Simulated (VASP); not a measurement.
Input of a VASP 6.6.1 run:

The input INCAR:

```
SYSTEM = LiH
PREC = Accurate
ENCUT = 520
EDIFF = 1E-6
ISMEAR = -1
SIGMA = 0.1
LREAL = .FALSE.
LASPH = .TRUE.
NELM = 100
ALGO = Normal
ISIF = 2
LWAVE = .FALSE.
LCHARG = .FALSE.
GGA = PE
NBANDS = 9
```

File KPOINTS:

```
regular mesh
0
G
  8 8 8
  0 0 0
```

Contents of POSCAR:

```
LiH
1.0
    0.0000000000      2.0100000000      2.0100000000
    2.0100000000      0.0000000000      2.0100000000
    2.0100000000      2.0100000000      0.0000000000
Li H
1 1
Direct
   -0.0049751244      0.0049751244      0.0049751244
    0.5000000000      0.5000000000      0.5000000000
```

Potentials or basis: VASP PAW PBE potentials, release 64 (Li_sv, H).

Run with:

```sh
$ cat potpaw_PBE.64/Li_sv/POTCAR potpaw_PBE.64/H/POTCAR > POTCAR
$ mpirun -np 1 vasp_std > vasp.out
```

(1) Predict the largest force.

(2) What does it give for the band gap on the k mesh?

Answers

(1) 0.021 eV/Å.

(2) 2.99 eV.
